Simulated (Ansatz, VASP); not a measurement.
**Two plane-wave programs on Si2Mo**

```xyz
9
Lattice="4.5744 0.0000 0.0000 -2.2872 3.9616 0.0000 0.0000 0.0000 6.5666" Properties=species:S:1:pos:R:3 pbc="T T T"
Si   -1.1175    3.2862    5.4721
Si    1.0832    0.6254    1.0944
Si    2.2872    2.7109    3.2833
Si    3.4913    0.6254    5.4721
Si    1.1175    3.2862    1.0944
Si    0.0000    1.3507    3.2833
Mo    2.2872    0.0316    3.2833
Mo   -1.1710    1.9650    1.0944
Mo    1.1710    1.9650    5.4721
```

Change from the starting cell: mode 4 (193.4 1/cm) frozen in, largest displacement +0.050 Å.

Alike in both runs: task single point; functional PBEsol; k mesh 12 × 12 × 6; occupations gaussian, width 0.15 eV; no spin polarisation.

|  | VASP | Ansatz |
| --- | --- | --- |
| version | VASP 6.6.1 | Ansatz 0.2.0 |
| potentials or method | VASP PAW PBE potentials, release 64 (Si, Mo_sv), cutoff 520 eV | scalar-relativistic, plane waves, PAW |
| valence electrons in the cell | 66 | 66 |

|  | VASP | Ansatz | Ansatz less VASP |
| --- | --- | --- | --- |
| gap on the k mesh at the Fermi level (eV) | 0.03 | 0.03 | +0.003 |
| least direct gap on the mesh (eV) | 0.53 | 0.53 | +0.001 |
| pressure (GPa) | 0.4 | 0.0 | -0.38 |
| traceless stress, the component that is largest in VASP (GPa) | 0.07 | 0.05 | -0.024 |
| rms of the force components (eV/Å) | 0.165 | 0.166 | +0.0006 |

VASP's potentials were made for PBE, not for PBEsol. Atom by atom the forces differ by 0.001 eV/Å (rms over components).
